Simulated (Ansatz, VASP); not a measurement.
# Two plane-wave programs on SiGe2

```
Si Ge
1.0
     0.00000    3.82472    3.82472
     3.82472    0.00000    3.82472
     3.82472    3.82472    0.00000
Si Ge
2 4
Direct
  0.50000 0.50000 0.50000
  0.75000 0.75000 0.75000
  0.12500 0.62500 0.12500
  0.12500 0.12500 0.62500
  0.62500 0.12500 0.12500
  0.12500 0.12500 0.12500
```

Change from the starting cell: species swapped into the ScCo2 type (Fd-3m, No. 227).

Alike in both runs: task relaxation of cell and atoms; functional PBE; k mesh 8 × 8 × 8; occupations gaussian, width 0.1 eV; no spin polarisation.

|  | VASP | Ansatz |
| --- | --- | --- |
| version | VASP 6.6.1 | Ansatz 0.2.0 |
| potentials or method | VASP PAW PBE potentials, release 64 (Si, Ge_d), cutoff 600 eV | scalar-relativistic, plane waves, PAW |
| valence electrons in the cell | 64 | 64 |

|  | VASP | Ansatz | Ansatz less VASP |
| --- | --- | --- | --- |
| gap on the k mesh at the Fermi level, each at its own relaxed structure (eV) | none | none | - |
| relaxed volume (Å³/atom) | 19.34 | 19.32 | -0.024 |
| relaxed cell length with the largest relative difference (Å) | 5.475 | 5.473 | -0.0023 |

A gap of «none» marks a metal or a gap that the smearing closes.
